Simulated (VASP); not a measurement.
**Os: single point with PBE**

Crystal: Os.

```xyz
1
Lattice="0.0000 1.8482 1.8482 1.8482 0.0000 1.8482 1.8482 1.8482 0.0000" Properties=species:S:1:pos:R:3 pbc="T T T"
Os    0.0000    0.0000    0.0000
```

This cell differs from its parent crystal: volume scaled by 0.88.

```json
{"Program": "VASP 6.6.1", "Task": "single point", "Functional": "PBE", "Potentials or basis": "VASP PAW PBE potentials, release 64 (Os)", "Cutoff": "520 eV", "k mesh": "16 × 16 × 16", "Occupations": "fermi-dirac, width 0.1 eV", "Spin": "no spin polarisation", "Dipole correction": "no", "Further INCAR settings": "ALGO = Normal; EDIFF = 1e-06; NBANDS = 10"}
```

```json
{
 "Pressure": "68.8 GPa",
 "Band gap on the k mesh": "zero (band 4 reaches 13.88 eV, above the bottom of band 5 at 9.00 eV)"
}
```

Levels at points of the mesh, in eV from the Fermi level:
| k point | band 1 | band 2 | band 3 | band 4 | band 5 | band 6 | band 7 | band 8 | band 9 |
| --- | --- | --- | --- | --- | --- | --- | --- | --- | --- |
| (0.00, 0.00, 0.00) | -11.84 | -3.57 | -3.57 | -3.57 | 0.02 | 0.02 | 14.06 | 20.53 | 20.53 |
| (0.50, 0.00, 0.00) | -8.78 | -3.77 | -3.77 | -0.27 | 2.87 | 2.87 | 10.43 | 13.63 | 21.41 |
| (0.50, 0.50, 0.00) | -8.84 | -8.05 | 2.61 | 2.83 | 3.70 | 3.70 | 12.95 | 12.95 | 14.14 |

Wall time 14 s on 1 thread of Intel(R) Xeon(R) Platinum 8488C (Sapphire Rapids), on a shared host, peak memory 0.14 GiB.

Caveat: spin-orbit coupling is left out, which moves the levels of the heavy elements.
